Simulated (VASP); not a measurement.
Crystal: BiB.

```
B Bi
1.0
     4.19809    0.00000    0.00000
    -2.09904    3.63565    0.00000
     0.00000    0.00000    5.56702
B Bi
2 2
Direct
  0.33333 0.66667 0.25000
  0.66667 0.33333 0.75000
  0.66667 0.33333 0.25000
  0.33333 0.66667 0.75000
```

| Item | Value |
| --- | --- |
| Program | VASP 6.6.1 |
| Task | relaxation of cell and atoms |
| Functional | r2SCAN |
| Potentials or basis | VASP PAW PBE potentials, release 64 (B, Bi_d) |
| Cutoff | 600 eV |
| k mesh | 6 × 6 × 4 |
| Occupations | fermi-dirac, width 0.02 eV |
| Spin | no spin polarisation |

At the start: pressure -1.0 GPa; volume 21.24 Å³/atom.

**Question.** How do energy, volume and symmetry change on relaxing?

**Answer.** Over 8 steps the energy falls by 2.4 meV/atom and the volume is 20.97 Å³/atom (-1.3 %); space group P6_3/mmc (No. 194, to 0.1 Å) before and after.

The path:
| step | energy change (eV) | largest force (eV/Å) | pressure (GPa) | volume (Å³) |
| --- | --- | --- | --- | --- |
| 1 | 0.0000 | 0.0000 | -0.97 | 84.97 |
| 2 | -0.0085 | 0.0000 | 0.44 | 83.38 |
| 3 | -0.0094 | 0.0000 | 0.10 | 83.75 |
| 4 | -0.0094 | 0.0000 | 0.11 | 83.72 |
| 5 | -0.0094 | 0.0000 | 0.01 | 83.86 |
| 6 | -0.0094 | 0.0000 | 0.02 | 83.84 |
| 7 | -0.0094 | 0.0000 | 0.02 | 83.84 |
| 8 | -0.0094 | 0.0000 | 0.00 | 83.88 |

Final structure:
```
B Bi
1.0
     4.16156    0.00000    0.00000
    -2.08078    3.60402    0.00000
     0.00000    0.00000    5.59237
B Bi
2 2
Direct
  0.33333 0.66667 0.25000
  0.66667 0.33333 0.75000
  0.66667 0.33333 0.25000
  0.33333 0.66667 0.75000
```

Caveat: the PAW data sets were made with another functional, which shifts forces and pressure a little.
